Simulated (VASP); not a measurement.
Write the native input for VASP 6.6.1 that does the following.

```
Task                            : G0W0 quasiparticle levels
Functional                      : PBE
Potentials or basis             : VASP PAW PBE potentials, release 64 (Na_sv_GW, F_GW)
Cutoff                          : 500 eV
k mesh                          : 6 × 6 × 6
Occupations                     : gaussian, width 0.01 eV
Spin                            : no spin polarisation
Dipole correction               : no
GW scheme                       : G0W0
GW iterations                   : 1
Cutoff of the response function : 150
Frequency points                : 96
Empty bands                     : 106
Further INCAR settings          : ALGO = EVGW0; EDIFF = 1e-08; NBANDS = 114
```

Crystal: NaF.

```
Na F
1.0
     0.00000    2.36608    2.27263
     2.36608    0.00000    2.27263
     2.36608    2.36608    0.00000
Na F
1 1
Direct
  0.00000 0.00000 0.00000
  0.50000 0.50000 0.50000
```

The input as run:

POSCAR

```
NaF
1.0
    0.0000000000      2.3660831267      2.2726349319
    2.3660831267      0.0000000000      2.2726349319
    2.3660831267      2.3660831267      0.0000000000
Na F
1 1
Direct
    0.0000000000      0.0000000000      0.0000000000
    0.5000000000      0.5000000000      0.5000000000
```

INCAR.step1

```
SYSTEM = NaF
PREC     = Accurate       ! precision mode
ENCUT    = 500            ! plane-wave cutoff, eV
EDIFF    = 1E-8           ! SCF threshold, eV
ISMEAR   = 0              ! smearing method
SIGMA    = 0.01           ! smearing width, eV
LREAL    = .FALSE.        ! projectors in reciprocal space
LASPH    = .TRUE.         ! aspherical terms in the spheres
NELM     = 80             ! most SCF steps
ALGO     = Normal         ! electronic algorithm
LWAVE    = .TRUE.         ! write WAVECAR
LCHARG   = .FALSE.        ! write CHGCAR
GGA      = PE             ! functional
```

INCAR.step2

```
SYSTEM = NaF
PREC     = Accurate       ! precision mode
ENCUT    = 500            ! plane-wave cutoff, eV
EDIFF    = 1E-8           ! SCF threshold, eV
ISMEAR   = 0              ! smearing method
SIGMA    = 0.01           ! smearing width, eV
LREAL    = .FALSE.        ! projectors in reciprocal space
LASPH    = .TRUE.         ! aspherical terms in the spheres
NELM     = 1              ! most SCF steps
ALGO     = Exact          ! electronic algorithm
LWAVE    = .TRUE.         ! write WAVECAR
LCHARG   = .FALSE.        ! write CHGCAR
GGA      = PE             ! functional
NBANDS   = 114            ! bands
LOPTICS  = .TRUE.         ! frequency-dependent dielectric function
ISTART   = 1
```

INCAR.step3

```
SYSTEM = NaF
PREC     = Accurate       ! precision mode
ENCUT    = 500            ! plane-wave cutoff, eV
EDIFF    = 1E-8           ! SCF threshold, eV
ISMEAR   = 0              ! smearing method
SIGMA    = 0.01           ! smearing width, eV
LREAL    = .FALSE.        ! projectors in reciprocal space
LASPH    = .TRUE.         ! aspherical terms in the spheres
ALGO     = EVGW0          ! electronic algorithm
LWAVE    = .FALSE.        ! write WAVECAR
LCHARG   = .FALSE.        ! write CHGCAR
GGA      = PE             ! functional
NELMGW   = 1            
NBANDS   = 114            ! bands
ENCUTGW  = 150.0          ! cutoff of the response function
NOMEGA   = 96             ! frequency points
PRECFOCK = Fast         
ISTART   = 1            
NBANDSGW = 16           
OMEGAMAX = 20
```

KPOINTS

```
Automatic mesh
0
G
  6 6 6
  0 0 0
```

Potentials or basis: VASP PAW PBE potentials, release 64 (Na_sv_GW, F_GW).

Command:

```console
$ cat potpaw_PBE.64/Na_sv_GW/POTCAR potpaw_PBE.64/F_GW/POTCAR > POTCAR
$ cp INCAR.step1 INCAR
$ mpirun -np 1 vasp_std > vasp.out
$ cp INCAR.step2 INCAR
$ mpirun -np 1 vasp_std > vasp.out
$ cp INCAR.step3 INCAR
$ mpirun -np 1 vasp_std > vasp.out
```

Results of the run:

```yaml
Quasiparticle_gap: 10.35 eV
Least_direct_quasiparticle_gap: 10.35 eV
Band_gap_of_the_starting_levels_on_the_mesh: 6.20 eV
Least_direct_gap_of_the_starting_levels_on_the_mesh: 6.20 eV
```

Caveat: the k points lie up to 0.39 Å⁻¹ apart; bands, screening cutoff and mesh are small and nothing is extrapolated, so the quasiparticle values aren't converged.

Wall time 6.8 min on 1 thread of Intel(R) Xeon(R) 6975P-C (Granite Rapids) (shared host), peak memory 0.63 GiB.
